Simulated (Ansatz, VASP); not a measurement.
# One calculation of Sn, two programs

Contents of POSCAR:

```
Sn
1.0
   -2.0291894110      2.0291894110      1.6607599896
    2.0291894110     -2.0291894110      1.6607599896
    2.0291894110      2.0291894110     -1.6607599896
Sn
1
Direct
    0.0000000000      0.0000000000      0.0000000000
```

INCAR.step1

```
SYSTEM = Sn
PREC = Accurate ; ENCUT = 520
EDIFF = 1E-5 ; ISMEAR = -1
SIGMA = 0.05 ; LREAL = .False.
LASPH = .True. ; NELM = 80
ALGO = Normal ; ISIF = 2
LWAVE = .True. ; LCHARG = .False.
NBANDS = 13 ; GGA = PE
```

INCAR.step2

```
SYSTEM = Sn
PREC = Accurate ; ENCUT = 520
EDIFF = 1E-6 ; ISMEAR = -1
SIGMA = 0.05 ; LREAL = .False.
LASPH = .True. ; NELM = 80
ALGO = Normal ; ISIF = 2
LWAVE = .False. ; LCHARG = .False.
GGA = PE ; LHFCALC = .True.
AEXX = 0.25 ; HFSCREEN = 0.3
PRECFOCK = Normal ; NBANDS = 13
ISTART = 1
```

File KPOINTS:

```
regular mesh
0
Gamma
  5 5 5
  0 0 0
```

input

```
crystal:
  lattice:
    - [-2.029189411, 2.029189411, 1.6607599896]
    - [2.029189411, -2.029189411, 1.6607599896]
    - [2.029189411, 2.029189411, -1.6607599896]
  atoms:
    - { symbol: Sn, position: [0.0, 0.0, 0.0] }
hamiltonian:
  xc: { exchange: pbe, correlation: pbe, exx: { coeff: 0.25, omega: 0.3 } }
  pseudopotentials: { kind: paw }
kpoints:
  mp_grid: { grid: [5, 5, 5] }
  band_path:
    path:
      - [[0.0, 0.0, 0.0], [0.0, 0.0, 0.5], [-0.5, 0.5, 0.5], [0.0, 0.0, 0.0], [0.4174590337, 0.4174590337, -0.4174590337], [0.25, 0.25, 0.25], [0.0, 0.5, 0.0], [-0.4174590337, 0.5825409663, 0.4174590337], [-0.5, 0.5, 0.5]]
      - [[0.0, 0.0, 0.5], [0.25, 0.25, 0.25]]
    npoints: 4
scf:
  occupations: { method: fermi_dirac, width: 0.05 }
  n_extra_bands: 6
output:
  forces: true
  stress: true
  eigenvalues: true
  fatbands: false
```

Alike in both runs: functional PBE-based screened hybrid; k mesh 5 × 5 × 5; occupations fermi-dirac, width 0.05 eV; no spin polarisation.

```csv
,VASP,Ansatz
version,VASP 6.6.1,Ansatz 0.2.0
potentials or method,"VASP PAW PBE potentials, release 64 (Sn_d)",Ansatz PAW
plane-wave cutoff (eV),520,420
valence electrons in the cell,14,14
task,single point,band structure
```

```csv
,VASP,Ansatz,Ansatz less VASP
gap on the k mesh at the Fermi level (eV),none,none,-
pressure (GPa),0.5,0.6,+0.05
"traceless stress, the component that is largest in VASP (GPa)",-0.29,-0.28,+0.010
```

VASP's potentials were made for PBE, not for PBE-based screened hybrid. A gap of «none» marks a metal or a gap that the smearing closes. The functional is the same, so the differences come from potentials, cutoffs and numerics.

The k mesh is coarse, so the values compare programs but aren't converged.
